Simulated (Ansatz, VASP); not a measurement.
**B: VASP beside Ansatz**

```xyz
4
Lattice="2.6894 0.0000 0.0000 -1.3447 2.3291 0.0000 0.0000 0.0000 3.2564" Properties=species:S:1:pos:R:3 pbc="T T T"
B     0.0000    0.0000    0.8141
B     0.0000    0.0000    2.4423
B     0.0000    1.5527    0.8141
B     1.3447    0.7764    2.4423
```

Change from the starting cell: volume scaled by 0.65, LAPW.

Alike in both runs: task single point; functional PBE; k mesh 15 × 15 × 5; occupations fermi-dirac, width 0.05 eV; no spin polarisation.

|  | VASP | Ansatz |
| --- | --- | --- |
| version | VASP 6.6.1 | Ansatz 0.2.0 |
| potentials or method | VASP PAW PBE potentials, release 64 (B), cutoff 520 eV | all-electron LAPW, scalar-relativistic |

VASP gave:

```
pressure (GPa)                                                : 144.1
traceless stress, the component that is largest in VASP (GPa) : -0.11
```

Question: What did Ansatz give for the same quantities?

Answer: Pressure (GPa): 143.6; traceless stress, the component that is largest in VASP (GPa): 0.15.

Both programs put the cell under a high pressure, so it lies far from rest at this level. Ansatz ran all-electron here, and VASP with PAW potentials.

The k mesh is coarse, so the values compare programs but aren't converged. Noted on VASP's run: the cell as given lies far from equilibrium.
